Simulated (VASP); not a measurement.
Here is a VASP 6.6.1 calculation.

Contents of POSCAR:

```
Al
1.0
    1.5713934506      1.5713934506      1.5713934506
   -1.5713934506      1.5713934506      1.5713934506
   -1.5713934506     -1.5713934506      1.5713934506
Al
1
Direct
    0.0000000000      0.0000000000      0.0000000000
```

INCAR.step1

```
SYSTEM = Al
PREC = Accurate
ENCUT = 520
ISMEAR = 1
SIGMA = 0.1
LREAL = .False.
LASPH = .True.
NELM = 80
NBANDS = 8
GGA = PE
ALGO = Normal
EDIFF = 1E-4
LWAVE = .True.
LCHARG = .False.
```

File INCAR.step2:

```
SYSTEM = Al
PREC = Accurate
ENCUT = 520
EDIFF = 1E-6
ISMEAR = 1
SIGMA = 0.1
LREAL = .False.
LASPH = .True.
NELM = 80
ALGO = Normal
ISIF = 2
LWAVE = .False.
LCHARG = .False.
METAGGA = R2SCAN
LMIXTAU = .True.
NBANDS = 8
ISTART = 1
```

File KPOINTS:

```
Automatic mesh
0
Gamma
  10 10 10
  0 0 0
```

Potentials or basis: VASP PAW PBE potentials, release 64 (Al).

Run with:

```sh
$ cat potpaw_PBE.64/Al/POTCAR > POTCAR
$ cp INCAR.step1 INCAR
$ mpirun -np 1 vasp_std > vasp.out
$ cp INCAR.step2 INCAR
$ mpirun -np 1 vasp_std > vasp.out
```

(1) Predict the pressure.

Answers

(1) 4.6 GPa.

Caveat: the PAW data sets were made with another functional, which shifts forces and pressure a little.
